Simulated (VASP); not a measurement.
## Ta2N: single point with r2SCAN

The system is Ta2N.

```xyz
3
Lattice="3.0622 0.0000 0.0000 -1.5311 2.6519 0.0000 0.0000 0.0000 4.9346" Properties=species:S:1:pos:R:3 pbc="T T T"
Ta    1.5311    0.8840    3.6680
Ta    0.0000    1.7680    1.2666
N     0.0000    0.0000    0.0000
```

```json
{
 "Program": "VASP 6.6.1",
 "Task": "single point",
 "Functional": "r2SCAN",
 "Potentials or basis": "VASP PAW PBE potentials, release 64 (Ta_pv, N)",
 "Cutoff": "520 eV",
 "k mesh": "6 × 6 × 4",
 "Occupations": "gaussian, width 0.1 eV",
 "Spin": "no spin polarisation"
}
```

```yaml
Pressure: 1.1 GPa
Largest_force: 0.060 eV/Å
```

Forces in eV/Å, atoms in the order of the input:
```
Ta   0.000  0.000 -0.060
Ta   0.000  0.000  0.060
N    0.000  0.000  0.000
```

Stress tensor (GPa, compression positive):
```
1.13 0.00 0.00
0.00 1.13 0.00
0.00 0.00 0.91
```

Levels at points of the mesh, in eV from the Fermi level:
```tsv
k point	band 11	band 12	band 13	band 14	band 15	band 16
(0.00, 0.00, 0.00)	-5.47	-0.91	-0.21	-0.21	0.12	0.61
(0.50, 0.00, 0.00)	-4.84	-2.88	-1.51	1.45	2.27	4.20
(0.00, 0.00, 0.50)	-3.36	-3.04	-0.99	-0.99	1.71	2.44
(0.50, 0.00, 0.50)	-3.54	-2.43	-2.25	-0.60	0.81	3.82
```

Wall time 31 s on 1 thread of Intel(R) Xeon(R) 6975P-C (Granite Rapids), with other jobs on the host, peak memory 0.17 GiB.

Caveat: the k points lie up to 0.39 Å⁻¹ apart; the PAW data sets were made with another functional, which shifts forces and pressure a little; spin-orbit coupling is left out, which moves the levels of the heavy elements.
